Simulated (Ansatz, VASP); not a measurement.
**Bi7Sb: VASP beside Ansatz**

File INCAR:

```
SYSTEM = Bi7Sb
ALGO     = Normal         ! electronic algorithm
EDIFF    = 1E-7           ! SCF threshold, eV
ENCUT    = 520            ! plane-wave cutoff, eV
GGA      = PE             ! functional
ISIF     = 2              ! what is computed and relaxed
ISMEAR   = 0              ! smearing method
IVDW     = 12             ! dispersion correction
LASPH    = .TRUE.         ! aspherical terms in the spheres
LCHARG   = .TRUE.         ! write CHGCAR
LELF     = .TRUE.         ! ELF
LREAL    = .FALSE.        ! projectors in reciprocal space
LVHAR    = .TRUE.       
LWAVE    = .FALSE.        ! write WAVECAR
NBANDS   = 65             ! bands
NELM     = 100            ! most SCF steps
PREC     = Accurate       ! precision mode
SIGMA    = 0.1            ! smearing width, eV
```

File KPOINTS:

```
k-points
0
G
  3 3 3
  0 0 0
```

The input POSCAR:

```
Bi7Sb
1.0
   -4.5074784700     -2.6023939100      3.9141014800
    4.5074784700     -2.6023939100      3.9141014800
    0.0000000000      5.2047878100      3.9141014800
Sb Bi
1 7
Direct
    0.2340000000      0.2340000000      0.2340000000
    0.7340000000      0.7340000000      0.2340000000
    0.7340000000      0.2340000000      0.7340000000
    0.2340000000      0.7340000000      0.7340000000
    0.7660000000      0.7660000000      0.7660000000
    0.2660000000      0.2660000000      0.7660000000
    0.2660000000      0.7660000000      0.2660000000
    0.7660000000      0.2660000000      0.2660000000
```

Input for Ansatz:

```yaml
crystal:
  lattice:
    - [-4.50747847, -2.60239391, 3.91410148]
    - [4.50747847, -2.60239391, 3.91410148]
    - [0.0, 5.20478781, 3.91410148]
  atoms:
    - { symbol: Sb, position: [0.234, 0.234, 0.234] }
    - { symbol: Bi, position: [0.734, 0.734, 0.234] }
    - { symbol: Bi, position: [0.734, 0.234, 0.734] }
    - { symbol: Bi, position: [0.234, 0.734, 0.734] }
    - { symbol: Bi, position: [0.766, 0.766, 0.766] }
    - { symbol: Bi, position: [0.266, 0.266, 0.766] }
    - { symbol: Bi, position: [0.266, 0.766, 0.266] }
    - { symbol: Bi, position: [0.766, 0.266, 0.266] }
basis:
  ecutwfc: 420
kpoints:
  mp_grid: { grid: [3, 3, 3] }
hamiltonian:
  xc: pbe
  dispersion: d3bj
scf:
  occupations: { method: gaussian, width: 0.1 }
output:
  forces: true
  stress: true
  eigenvalues: true
```

Alike in both runs: task single point; functional PBE; dispersion D3(BJ); k mesh 3 × 3 × 3; occupations gaussian, width 0.1 eV; no spin polarisation.

```csv
,VASP,Ansatz
version,VASP 6.6.1,Ansatz 0.2.0
potentials or method,"VASP PAW PBE potentials, release 64 (Sb, Bi_d), cutoff 520 eV","scalar-relativistic, plane waves, PAW"
valence electrons in the cell,110,120
```

|  | VASP | Ansatz | Ansatz less VASP |
| --- | --- | --- | --- |
| gap on the k mesh at the Fermi level (eV) | 0.69 | 0.68 | -0.005 |
| least direct gap on the mesh (eV) | 0.69 | 0.68 | -0.005 |
| pressure (GPa) | 0.0 | 0.1 | +0.06 |
| rms of the force components (eV/Å) | 0.188 | 0.186 | -0.0028 |

Atom by atom the forces differ by 0.004 eV/Å (rms over components). VASP's potentials hold 110 valence electrons a cell and Ansatz's 120, so a difference there can come from the potentials and not from the codes.

Neither program's run includes spin-orbit coupling.
